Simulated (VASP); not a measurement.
# Ti4H in VASP: notebook

Runs on Ti4H. Level: PBE. Tasks: single point.

Everything below comes from runs of VASP 6.6.1. Logs are shortened: lines on timing, memory, paths and dates and some standing lists are left out, and cuts for length are marked.

### Step 1. The cell of the first run

The cell holds a slab with vacuum, 5 atoms: a = 3.255 Å, b = 3.255 Å, c = 20.179 Å, α = 90.00°, β = 90.00°, γ = 90.00°.

### Step 2. Single point, PBE

Input file INCAR:

```
PREC = Accurate ; ENCUT = 520
EDIFF = 1E-6 ; ISMEAR = 0
SIGMA = 0.1 ; LREAL = F
LASPH = T ; NELM = 100
ALGO = Normal ; ISIF = 2
LWAVE = F ; LCHARG = F
LDIPOL = T ; IDIPOL = 3
DIPOL = 0.5 0.5 0.352 ; GGA = PE
NBANDS = 32
```

Input file KPOINTS:

```
Automatic mesh
0
Gamma
  8 8 1
```

Input file POSCAR:

```
Ti4H
1.0
    3.2553359259      0.0000000000      0.0000000000
    0.0000000000      3.2553359259      0.0000000000
    0.0000000000      0.0000000000     20.1793674375
Ti H
4 1
Direct
    0.5000000000      0.5000000000      0.1982222690
    0.0000000000      0.0000000000      0.2788822782
    0.5000000000      0.5000000000      0.3551865247
    0.0000000000      0.0000000000      0.4301109767
    0.2500000000      0.2500000000      0.4959555610
```

Potentials or basis: VASP PAW PBE potentials, release 64 (Ti_sv, H).

The run is started by

```sh
cat potpaw_PBE.64/Ti_sv/POTCAR potpaw_PBE.64/H/POTCAR > POTCAR
mpirun -np 1 vasp_std > vasp.out
```

OUTCAR:

```text
PREC = Accurate
   ENCUT = 520
   EDIFF = 1E-6
   ISMEAR = 0
   LREAL = F
   LASPH = T
   NELM = 100
   ISIF = 2
   GGA = PE

 ion  position               nearest neighbor table
   1  0.500  0.500  0.198-   2 2.82   2 2.82   2 2.82   2 2.82
   2  0.000  0.000  0.279-   3 2.77   3 2.77   3 2.77   3 2.77   1 2.82   1 2.82   1 2.82   1 2.82

   3  0.500  0.500  0.355-   4 2.75   4 2.75   4 2.75   4 2.75   2 2.77   2 2.77   2 2.77   2 2.77

   4  0.000  0.000  0.430-   5 1.76   3 2.75   3 2.75   3 2.75   3 2.75
   5  0.250  0.250  0.496-   4 1.76

  LATTYP: Found a simple tetragonal cell.
 ALAT       =     3.2553359259
 C/A-ratio  =     6.1988587036

  Lattice vectors:

 A1 = (   3.2553359259,   0.0000000000,   0.0000000000)
 A2 = (   0.0000000000,   3.2553359259,   0.0000000000)
 A3 = (   0.0000000000,   0.0000000000,  20.1793674375)

Analysis of symmetry for initial positions (statically):
=====================================================================
 Subroutine PRICEL returns:
 Original cell was already a primitive cell.

 Routine SETGRP: Setting up the symmetry group for a
 simple tetragonal supercell.

 Subroutine GETGRP returns: Found  2 space group operations
 (whereof  2 operations were pure point group operations)
 out of a pool of 16 trial point group operations.

The static configuration has the point symmetry C_1h.

Analysis of symmetry for dynamics (positions and initial velocities):
=====================================================================
 Subroutine PRICEL returns:
 Original cell was already a primitive cell.

 Routine SETGRP: Setting up the symmetry group for a
 simple tetragonal supercell.

 Subroutine GETGRP returns: Found  2 space group operations
 (whereof  2 operations were pure point group operations)
 out of a pool of 16 trial point group operations.

The dynamic configuration has the point symmetry C_1h.

 Subroutine INISYM returns: Found  2 space group operations
 (whereof  2 operations are pure point group operations),
 and found     1 'primitive' translations

----------------------------------------------------------------------------------------

                                     Primitive cell

  volume of cell :     213.8450

  direct lattice vectors                    reciprocal lattice vectors
     3.255335926  0.000000000  0.000000000     0.307187959  0.000000000  0.000000000
     0.000000000  3.255335926  0.000000000     0.000000000  0.307187959  0.000000000
     0.000000000  0.000000000 20.179367438     0.000000000  0.000000000  0.049555567

  length of vectors
     3.255335926  3.255335926 20.179367438     0.307187959  0.307187959  0.049555567

  position of ions in fractional coordinates (direct lattice)
     0.500000000  0.500000000  0.198222269
     0.000000000  0.000000000  0.278882278
     0.500000000  0.500000000  0.355186525
     0.000000000  0.000000000  0.430110977
     0.250000000  0.250000000  0.495955561

  ion indices of the primitive-cell ions
   primitive index   ion index
                 1           1
                 2           2
                 3           3
                 4           4
                 5           5

----------------------------------------------------------------------------------------

 KPOINTS: Automatic mesh

Automatic generation of k-mesh.
 Grid dimensions read from file:
 generate k-points for:    8    8    1

 Generating k-lattice:

  Cartesian coordinates                     Fractional coordinates (reciprocal lattice)
     0.038398495  0.000000000  0.000000000     0.125000000  0.000000000  0.000000000
     0.000000000  0.038398495  0.000000000     0.000000000  0.125000000  0.000000000
     0.000000000  0.000000000  0.049555567     0.000000000  0.000000000  1.000000000

  Length of vectors
     0.038398495  0.038398495  0.049555567

  Shift w.r.t. Gamma in fractional coordinates (k-lattice)
     0.000000000  0.000000000  0.000000000

 Subroutine IBZKPT returns following result:
 ===========================================

 Found     21 irreducible k-points:

 Following reciprocal coordinates:
            Coordinates               Weight
  0.000000  0.000000  0.000000      1.000000
  0.125000  0.000000  0.000000      4.000000
  0.250000  0.000000  0.000000      4.000000
  0.375000  0.000000  0.000000      4.000000
  0.500000  0.000000  0.000000      2.000000
  0.125000  0.125000  0.000000      2.000000
[... 13 lines left out ...]
  0.500000  0.375000  0.000000      4.000000
  0.500000  0.500000  0.000000      1.000000
   k-points           NKPTS =     21   k-points in BZ     NKDIM =     21   number of bands    NBANDS=     32
   number of dos      NEDOS =    301   number of ions     NIONS =      5
   total plane-waves  NPLWV =  86400
   dimension x,y,z NGX =    24 NGY =   24 NGZ =  150
   dimension x,y,z NGXF=    48 NGYF=   48 NGZF=  300
   ions per type =               4   1
   NGX,Y,Z   is equivalent  to a cutoff of  12.26, 12.26, 12.36 a.u.
   NGXF,Y,Z  is equivalent  to a cutoff of  24.51, 24.51, 24.72 a.u.
 SYSTEM =  unknown system
   PREC   = accura    normal or accurate (medium, high low for compatibility)
   ISTART =      0    job   : 0-new  1-cont  2-samecut
   ICHARG =      2    charge: 1-file 2-atom 10-const
   ISPIN  =      1    spin polarized calculation?
   LNONCOLLINEAR =      F non collinear calculations
   LSORBIT =      F    spin-orbit coupling
   LASPH  =      T    aspherical Exc in radial PAW
   ENCUT  =  520.0 eV  38.22 Ry    6.18 a.u.   6.05  6.05 37.52*2*pi/ulx,y,z
   NELM   =    100;   NELMIN=  2; NELMDL= -5     # of ELM steps
   EDIFF  = 0.1E-05   stopping-criterion for ELM
   LREAL  =      F    real-space projection
   EDIFFG = 0.1E-04   stopping-criterion for IOM
   NSW    =      0    number of steps for IOM
   IBRION =     -1    ionic relax: 0-MD 1-quasi-New 2-CG
   NFREE  =      0    steps in history (QN), initial steepest desc. (CG)
   ISIF   =      2    stress and relaxation
   ISYM   =      2    0-nonsym 1-usesym 2-fastsym
   POTIM  = 0.5000    time-step for ionic-motion
   TEBEG  =    0.0;   TEEND  =   0.0 temperature during run
   PSTRESS=    0.0 pullay stress
   NELECT =      49.0000    total number of electrons
   NUPDOWN=      -1.0000    fix difference up-down
   EMIN   =  10.00;   EMAX   =-10.00  energy-range for DOS
   EFERMI =   0.00;   METHOD = LEGACY
   ISMEAR =     0;   SIGMA  =   0.10  broadening in eV -4-tet -1-fermi 0-gaus
   EFERMI_NEDOS =   21; number of points for ismear=-14 and -15
   IALGO  =     38    algorithm
   IMIX   =      4    mixing-type and parameters
     AMIX     =   0.40;   BMIX     =  1.00
     AMIX_MAG =   1.60;   BMIX_MAG =  1.00
  volume/ion in A,a.u.               =      42.77       288.62
  Fermi-wavevector in a.u.,A,eV,Ry     =   1.001783  1.893096 13.654397  1.003570
  Thomas-Fermi vector in A             =   2.134228
   LORBIT       =      0    0 simple, 1 ext, 2 COOP (PROOUT), +10 PAW based schemes
   GGA     = PE    functional components
   LHFCALC =     F    Hartree Fock is set to
   AEXX    =    0.0000 exact exchange contribution
   IVDW    =     0    specifies the selected vdW correction
   LEPSILON=     F    determine dielectric tensor
   LRPA    =     F    only Hartree local field effects (RPA)
 non-spin polarized calculation
 Gauss-broadening in eV      SIGMA  =   0.10
  energy-cutoff  :      520.00
  volume of cell :      213.85
 maximum number of plane-waves:      5808
   NGX = 13   NGY = 13   NGZ = 75

 dipolmoment           0.000000      0.000000     -0.232758 electrons x Angstroem

 number of electron      49.0000022 magnetization

 dipolmoment           0.000000      0.000000      0.111932 electrons x Angstroem

 Free energy of the ion-electron system (eV)
  ---------------------------------------------------
  ext. energy  EPLUGINS =         0.00000000
  ---------------------------------------------------
  free energy    TOTEN  =       -32.11203441 eV

  energy without entropy =      -32.06207958  energy(sigma->0) =      -32.08705699

 E-fermi :   0.0056     XC(G=0):  -4.8628

 val. band max:        0.0035247554   @ k =  -0.1250   0.2500   0.0000
 cond. band min:       0.0062154544   @ k =   0.5000   0.1250   0.0000
 fundamental gap:      0.0026906989
 Fermi energy:         0.0056250092

 k-point     1 :       0.0000    0.0000    0.0000
  band No.  band energies     occupation
      1     -57.0761      2.00000
      2     -56.8365      2.00000
      3     -56.3471      2.00000
      4     -56.1697      2.00000
      5     -33.4298      2.00000
      6     -33.2373      2.00000
[... 24 lines left out ...]
     31       1.6316      0.00000
     32       1.6428      0.00000

 k-point     2 :       0.1250    0.0000    0.0000
  band No.  band energies     occupation
      1     -57.0740      2.00000
      2     -56.8337      2.00000
      3     -56.3425      2.00000
      4     -56.1733      2.00000
      5     -33.4312      2.00000
      6     -33.2534      2.00000
[... 24 lines left out ...]
     31       1.3046      0.00000
     32       1.8861      0.00000

 k-point     3 :       0.2500    0.0000    0.0000
  band No.  band energies     occupation
      1     -57.0691      2.00000
      2     -56.8269      2.00000
      3     -56.3302      2.00000
      4     -56.1832      2.00000
      5     -33.4354      2.00000
      6     -33.3013      2.00000
[... 24 lines left out ...]
     31       1.3147      0.00000
     32       2.0904      0.00000

 k-point     4 :       0.3750    0.0000    0.0000
  band No.  band energies     occupation
      1     -57.0641      2.00000
      2     -56.8202      2.00000
      3     -56.3157      2.00000
      4     -56.1952      2.00000
      5     -33.4412      2.00000
      6     -33.3482      2.00000
[... 24 lines left out ...]
     31       1.7816      0.00000
     32       1.8514      0.00000

 k-point     5 :       0.5000    0.0000    0.0000
  band No.  band energies     occupation
      1     -57.0621      2.00000
      2     -56.8174      2.00000
      3     -56.3087      2.00000
      4     -56.2012      2.00000
      5     -33.4441      2.00000
      6     -33.3671      2.00000
[... 479 lines left out ...]
     31       1.8346      0.00000
     32       1.9417      0.00000

 k-point    19 :      -0.3750    0.3750    0.0000
  band No.  band energies     occupation
      1     -57.0553      2.00000
      2     -56.8104      2.00000
      3     -56.3020      2.00000
      4     -56.1923      2.00000
      5     -33.4098      2.00000
      6     -33.3447      2.00000
[... 24 lines left out ...]
     31       1.8364      0.00000
     32       1.9094      0.00000

 k-point    20 :       0.5000    0.3750    0.0000
  band No.  band energies     occupation
      1     -57.0537      2.00000
      2     -56.8087      2.00000
      3     -56.2996      2.00000
      4     -56.1919      2.00000
      5     -33.4042      2.00000
      6     -33.3579      2.00000
[... 24 lines left out ...]
     31       1.9154      0.00000
     32       2.1660      0.00000

 k-point    21 :       0.5000    0.5000    0.0000
  band No.  band energies     occupation
      1     -57.0523      2.00000
      2     -56.8072      2.00000
      3     -56.2980      2.00000
      4     -56.1903      2.00000
      5     -33.3941      2.00000
      6     -33.3632      2.00000
[... 24 lines left out ...]
     31       2.3003      0.00000
     32       2.4470      0.00000

------------------------ aborting loop because EDIFF is reached ----------------------------------------

 vacuum level on the upper side and lower side of the slab       (xc-potential included)         0.923        -1.016

  FORCE on cell =-STRESS in cart. coord.  units (eV):
  Direction    XX          YY          ZZ          XY          YZ          ZX
  --------------------------------------------------------------------------------------
  -------------------------------------------------------------------------------------
  Total       -2.6478297     -2.6478297     -0.0742045      0.4191154      0.7714495      0.7714495
  in kB      -19.8381631    -19.8381631     -0.5559577      3.1401112      5.7798809      5.7798811
  external PRESSURE =     -13.4107613 kB  Pullay stress =       0.0000000 kB

 VOLUME and BASIS-vectors are now :
 -----------------------------------------------------------------------------
  energy-cutoff  :      520.00
  volume of cell :      213.85
      direct lattice vectors                 reciprocal lattice vectors
     3.255335926  0.000000000  0.000000000     0.307187959  0.000000000  0.000000000
     0.000000000  3.255335926  0.000000000     0.000000000  0.307187959  0.000000000
     0.000000000  0.000000000 20.179367438     0.000000000  0.000000000  0.049555567

 POSITION                                       TOTAL-FORCE (eV/Angst)
 -----------------------------------------------------------------------------------
      1.62767      1.62767      4.00000         0.002253      0.002253      0.568988
      0.00000      0.00000      5.62767         0.073302      0.073302     -0.693395
      1.62767      1.62767      7.16744        -0.177301     -0.177301     -0.315688
      0.00000      0.00000      8.67937        -0.453449     -0.453449      0.422680
      0.81383      0.81383     10.00807         0.555196      0.555196      0.017415
 -----------------------------------------------------------------------------------
    total drift:                                0.000063      0.000063     -0.000160

  FREE ENERGIE OF THE ION-ELECTRON SYSTEM (eV)
  ---------------------------------------------------
  free  energy   TOTEN  =       -32.1120344089 eV

  energy  without entropy=      -32.0620795775  energy(sigma->0) =      -32.08705699

 vacuum level on the upper side and lower side of the slab         4.991         3.021
```

Run time: 1.9 min. Hardware: 1 thread of Intel Xeon 6975P-C (Granite Rapids), shared host; peak memory 0.34 GiB.

Results:

- Free energy: -32.1120 eV
- Largest force: 0.785 eV/Å

Forces on the atoms (eV/Å):
```
Ti   0.002  0.002  0.569
Ti   0.073  0.073 -0.693
Ti  -0.177 -0.177 -0.316
Ti  -0.453 -0.453  0.423
H    0.555  0.555  0.017
```

### Step 3. Single point, PBE

Input file INCAR:

```
SYSTEM = Ti4H
PREC = Accurate
ENCUT = 520
EDIFF = 1E-6
ISMEAR = 0
SIGMA = 0.1
LREAL = .FALSE.
LASPH = .TRUE.
NELM = 60
ALGO = Normal
ISIF = 2
LWAVE = .FALSE.
LCHARG = .TRUE.
LDIPOL = .TRUE.
IDIPOL = 3
DIPOL = 0.5 0.5 0.355
GGA = PE
LELF = .TRUE.
LVHAR = .TRUE.
LVACPOTAV = .TRUE.
NBANDS = 32
```

Input file KPOINTS:

```
regular mesh
0
G
  8 8 1
  0 0 0
```

POSCAR, as its differences from that of step 2:

```diff
@@ -12,2 +12,2 @@
     0.0000000000      0.0000000000      0.4301109767
-    0.2500000000      0.2500000000      0.4959555610
+    0.1250000000      0.1250000000      0.5114514762
```

Potentials or basis: VASP PAW PBE potentials, release 64 (Ti_sv, H).

The run is started by

```sh
cat potpaw_PBE.64/Ti_sv/POTCAR potpaw_PBE.64/H/POTCAR > POTCAR
mpirun -np 1 vasp_std > vasp.out
```

OUTCAR:

```text
SYSTEM = Ti4H
   PREC = Accurate
   ENCUT = 520
   EDIFF = 1E-6
   ISMEAR = 0
   LREAL = .FALSE.
   LASPH = .TRUE.
   NELM = 60
   ISIF = 2
   GGA = PE

 ion  position               nearest neighbor table
   1  0.500  0.500  0.198-   2 2.82   2 2.82   2 2.82   2 2.82
   2  0.000  0.000  0.279-   3 2.77   3 2.77   3 2.77   3 2.77   1 2.82   1 2.82   1 2.82   1 2.82

   3  0.500  0.500  0.355-   4 2.75   4 2.75   4 2.75   4 2.75   2 2.77   2 2.77   2 2.77   2 2.77

   4  0.000  0.000  0.430-   5 1.74   3 2.75   3 2.75   3 2.75   3 2.75
[... 939 lines left out ...]
  -------------------------------------------------------------------------------------
  Total       -2.1506131     -2.1506131     -0.0152509     -0.0419273      0.6843767      0.6843801
  in kB      -16.1128996    -16.1128996     -0.1142633     -0.3141289      5.1275110      5.1275366
  external PRESSURE =     -10.7800208 kB  Pullay stress =       0.0000000 kB

 VOLUME and BASIS-vectors are now :
 -----------------------------------------------------------------------------
  energy-cutoff  :      520.00
  volume of cell :      213.85
      direct lattice vectors                 reciprocal lattice vectors
     3.255335926  0.000000000  0.000000000     0.307187959  0.000000000  0.000000000
     0.000000000  3.255335926  0.000000000     0.000000000  0.307187959  0.000000000
     0.000000000  0.000000000 20.179367438     0.000000000  0.000000000  0.049555567

 POSITION                                       TOTAL-FORCE (eV/Angst)
 -----------------------------------------------------------------------------------
      1.62767      1.62767      4.00000        -0.017854     -0.017854      0.655169
      0.00000      0.00000      5.62767         0.068838      0.068838     -0.627599
      1.62767      1.62767      7.16744        -0.187573     -0.187573     -0.752268
      0.00000      0.00000      8.67937        -0.184707     -0.184707      0.713689
      0.40692      0.40692     10.32077         0.321297      0.321297      0.011008
 -----------------------------------------------------------------------------------
    total drift:                               -0.000018     -0.000018     -0.000043

  FREE ENERGIE OF THE ION-ELECTRON SYSTEM (eV)
  ---------------------------------------------------
  free  energy   TOTEN  =       -31.7599865308 eV

  energy  without entropy=      -31.7110055647  energy(sigma->0) =      -31.73549605

 vacuum level on the upper side and lower side of the slab         5.907         2.690
```

OSZICAR:

```text
N       E                     dE             d eps       ncg     rms          rms(c)
DAV:   1     0.563766143105E+03    0.56377E+03   -0.26492E+04  1592   0.148E+03
DAV:   2     0.387281485893E+02   -0.52504E+03   -0.51181E+03  1464   0.476E+02
DAV:   3    -0.266190261664E+02   -0.65347E+02   -0.63572E+02  2336   0.146E+02
DAV:   4    -0.378152127344E+02   -0.11196E+02   -0.11122E+02  2080   0.510E+01
[... 21 lines left out ...]
DAV:  26    -0.317599746304E+02   -0.22933E-04   -0.22205E-06  1120   0.750E-03    0.379E-03
DAV:  27    -0.317599800961E+02   -0.54657E-05   -0.34637E-07  1000   0.407E-03    0.304E-03
DAV:  28    -0.317599836848E+02   -0.35886E-05   -0.28491E-07   984   0.418E-03    0.100E-03
DAV:  29    -0.317599859815E+02   -0.22968E-05   -0.27652E-07   888   0.248E-03    0.857E-04
DAV:  30    -0.317599865308E+02   -0.54932E-06   -0.69955E-08   976   0.177E-03
   1 F= -.31759987E+02 E0= -.31735496E+02  d E =-.489810E-01
```

Run time: 2.2 min. Hardware: 1 thread of Intel Xeon 6975P-C (Granite Rapids), shared host; peak memory 0.33 GiB.

Results:

```
Free energy   : -31.7600 eV
Largest force : 0.798 eV/Å
```

Forces on the atoms (eV/Å):
```
Ti  -0.018 -0.018  0.655
Ti   0.069  0.069 -0.628
Ti  -0.188 -0.188 -0.752
Ti  -0.185 -0.185  0.714
H    0.321  0.321  0.011
```

Levels at points of the mesh, in eV from the Fermi level:
```
           k point  band 23  band 24  band 25  band 26  band 27  band 28
(0.00, 0.00, 0.00)    -0.84     0.19     0.74     0.92     0.92     1.04
(0.50, 0.00, 0.00)    -0.18    -0.16    -0.05     0.58     0.82     0.83
(0.50, 0.50, 0.00)    -0.50    -0.35    -0.31    -0.07     0.17     1.89
```

### Step 4. Single point, PBE

INCAR, as its differences from that of step 3:

```diff
@@ -3,3 +3,3 @@
 ENCUT = 520
-EDIFF = 1E-6
+EDIFF = 1E-7
 ISMEAR = 0
@@ -8,3 +8,3 @@
 LASPH = .TRUE.
-NELM = 60
+NELM = 80
 ALGO = Normal
@@ -15,3 +15,3 @@
 IDIPOL = 3
-DIPOL = 0.5 0.5 0.355
+DIPOL = 0.5 0.5 0.343
 GGA = PE
```

Input file KPOINTS:

```
Automatic mesh
0
G
  8 8 1
  0 0 0
```

POSCAR, as its differences from that of step 3:

```diff
@@ -12,2 +12,2 @@
     0.0000000000      0.0000000000      0.4301109767
-    0.1250000000      0.1250000000      0.5114514762
+    0.3750000000      0.3750000000      0.4517010871
```

The run is started by

```sh
cat potpaw_PBE.64/Ti_sv/POTCAR potpaw_PBE.64/H/POTCAR > POTCAR
mpirun -np 1 vasp_std > vasp.out
```

Wall time 2.4 min (1 thread of Intel Xeon 6975P-C (Granite Rapids), shared host); peak memory 0.34 GiB.

The run converged. Its results:

| Item | Value |
| --- | --- |
| Free energy | -32.8158 eV |
| Largest force | 1.404 eV/Å |

Forces on the atoms (eV/Å):
```
Ti  -0.023 -0.023  0.496
Ti   0.055  0.055 -0.627
Ti  -0.310 -0.310  0.526
Ti  -0.715 -0.715 -0.393
H    0.993  0.993 -0.003
```

Levels at points of the mesh, in eV from the Fermi level:
```csv
k point,band 22,band 23,band 24,band 25,band 26,band 27
"(0.00, 0.00, 0.00)",-0.96,0.00,0.21,0.62,0.89,0.91
"(0.50, 0.00, 0.00)",-0.39,-0.27,-0.21,0.09,0.32,0.57
"(0.50, 0.50, 0.00)",-0.70,-0.41,-0.40,-0.17,-0.14,0.87
```
